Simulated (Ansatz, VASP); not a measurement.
One calculation of Zr3GeTe4, two programs

```
CELL_PARAMETERS angstrom
3.80727 0.00000 0.00000
-1.90363 3.29719 0.00000
0.00000 0.00000 15.91453
ATOMIC_POSITIONS crystal
Zr 0.00000 0.00000 0.50000
Zr 0.00000 0.00000 0.25405
Zr 0.00000 0.00000 0.74595
Ge 0.00000 0.00000 0.00000
Te 0.33333 0.66667 0.86833
Te 0.33333 0.66667 0.37755
Te 0.66667 0.33333 0.13167
Te 0.66667 0.33333 0.62245
```

Change from the starting cell: species swapped into the Mn3CrTe4 type (P-3m1, No. 164).

Alike in both runs: functional PBE; k mesh 12 × 12 × 2; occupations gaussian, width 0.1 eV; no spin polarisation.

Ansatz relaxed the structure, and its values are those at the end. VASP's run is a single point on that final structure, the one shown.

|  | VASP | Ansatz |
| --- | --- | --- |
| version | VASP 6.6.1 | Ansatz 0.2.0 |
| potentials or method | VASP PAW PBE potentials, release 64 (Zr_sv, Ge_d, Te), cutoff 520 eV | scalar-relativistic, plane waves, PAW |
| valence electrons in the cell | 74 | 114 |

|  | VASP | Ansatz | Ansatz less VASP |
| --- | --- | --- | --- |
| gap on the k mesh at the Fermi level (eV) | none | none | - |
| pressure (GPa) | 0.0 | 0.0 | -0.01 |

A gap of «none» marks a metal or a gap that the smearing closes. VASP's potentials hold 74 valence electrons a cell and Ansatz's 114, so a difference there can come from the potentials and not from the codes.

Spin-orbit coupling is off throughout.
